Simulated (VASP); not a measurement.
Input of a VASP 6.6.1 run:

The input INCAR:

```
ALGO = Normal
EDIFF = 1E-6
ENCUT = 520
GGA = PE
GGA_COMPAT = F
ISIF = 2
ISMEAR = 0
IVDW = 12
LASPH = T
LCHARG = T
LELF = T
LREAL = F
LVHAR = T
LWAVE = F
NBANDS = 46
NELECT = 53.0
NELM = 120
PREC = Accurate
SIGMA = 0.02
```

Contents of KPOINTS:

```
k-points
0
Gamma
  3 3 3
```

File POSCAR:

```
HC16
1.0
    0.0000000000      3.5700000000      3.5700000000
    3.5700000000      0.0000000000      3.5700000000
    3.5700000000      3.5700000000      0.0000000000
C H
16 1
Direct
   -0.0121647059     -0.0118535014     -0.0064117647
    0.1368794118      0.1315317927      0.1369626050
    0.0001135854     -0.0039976190      0.5161147059
    0.1307289916      0.1208315126      0.6302950980
   -0.0060224090      0.4948176471      0.0042938375
    0.1245943978      0.6090243697      0.1291070028
   -0.0014598039      0.4934584034      0.5071208683
    0.1261649860      0.6179890756      0.6316683473
    0.5026275910     -0.0053743697      0.0043698880
    0.6220707283      0.1207443978      0.1304771709
    0.5041553221     -0.0070962185      0.5060749300
    0.6257428571      0.1216218487      0.6304042017
    0.4989574230      0.4947123249      0.0034938375
    0.6205526611      0.6190352941      0.1322140056
    0.4996858543      0.4947550420      0.5060401961
    0.6250179272      0.6190764706      0.6303599440
    1.0621887955      0.9075487395      0.2177635854
```

Potentials or basis: VASP PAW PBE potentials, release 64 (C, H).

Command:

```console
$ cat potpaw_PBE.64/C/POTCAR potpaw_PBE.64/H/POTCAR > POTCAR
$ mpirun -np 1 vasp_std > vasp.out
```

Task: What does it give for the largest force?

Result: 3.083 eV/Å.

Task: Predict the dispersion energy per atom.

Result: -0.190 eV.

Forces in eV/Å, atoms in the order of the input:
```
C   -0.936 -2.736  0.481
C    0.932 -0.480  2.739
C    0.074 -0.034 -0.407
C    0.409  0.395 -0.173
C   -0.410  0.173 -0.396
C   -0.073  0.407  0.035
C   -0.315  0.397  0.080
C    0.316 -0.080 -0.397
C    0.125 -0.267 -0.321
C   -0.124  0.320  0.266
C    0.335 -0.149  0.228
C   -0.575  0.187 -0.282
C    0.575  0.282 -0.187
C   -0.334 -0.228  0.149
C    0.135 -0.255  0.110
C   -0.135 -0.110  0.256
H    0.002  2.178 -2.182
```

Caveat: the k points lie up to 0.51 Å⁻¹ apart; the cell carries a net charge on a neutralising background, which shifts energy and pressure.
